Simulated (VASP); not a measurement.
A run of VASP 6.6.1 is set up as follows.

File POSCAR:

```
TiS2
1.0
    3.4120000000      0.0000000000      0.0000000000
   -1.7060000000      2.9548800000      0.0000000000
    0.0000000000      0.0000000000      5.6950000000
Ti S
1 2
Direct
    0.0000000000      0.0000000000      0.0000000000
    0.3333333333      0.6666666667      0.2500000000
    0.6666666667      0.3333333333      0.7500000000
```

The input INCAR.step1:

```
SYSTEM = TiS2
PREC = Accurate
ENCUT = 550
ISMEAR = 0
SIGMA = 0.01
LREAL = .FALSE.
LASPH = .TRUE.
NELM = 120
NBANDS = 19
GGA = PE
ALGO = Normal
EDIFF = 1E-5
LWAVE = .TRUE.
LCHARG = .FALSE.
GGA_COMPAT = .FALSE.
```

INCAR.step2

```
SYSTEM = TiS2
PREC = Accurate
ENCUT = 550
EDIFF = 1E-6
ISMEAR = 0
SIGMA = 0.01
LREAL = .FALSE.
LASPH = .TRUE.
NELM = 120
ALGO = Normal
ISIF = 2
LWAVE = .FALSE.
LCHARG = .FALSE.
METAGGA = R2SCAN
LMIXTAU = .TRUE.
NBANDS = 19
ISTART = 1
GGA_COMPAT = .FALSE.
```

KPOINTS

```
Automatic mesh
0
G
  5 5 3
  0 0 0
```

Potentials or basis: VASP PAW PBE potentials, release 64 (Ti_sv, S).

Run with:

```bash
$ cat potpaw_PBE.64/Ti_sv/POTCAR potpaw_PBE.64/S/POTCAR > POTCAR
$ cp INCAR.step1 INCAR
$ mpirun -np 1 vasp_std > vasp.out
$ cp INCAR.step2 INCAR
$ mpirun -np 1 vasp_std > vasp.out
```

**Question.** Predict the largest force.

**Answer.** 0.336 eV/Å.

**Question.** What does it give for the pressure?

**Answer.** 0.3 GPa.

Forces in eV/Å, atoms in the order of the input:
```
Ti   0.000  0.000  0.000
S    0.000  0.000 -0.336
S    0.000  0.000  0.336
```

Caveat: the k points lie up to 0.43 Å⁻¹ apart; the PAW data sets were made with another functional, which shifts forces and pressure a little.
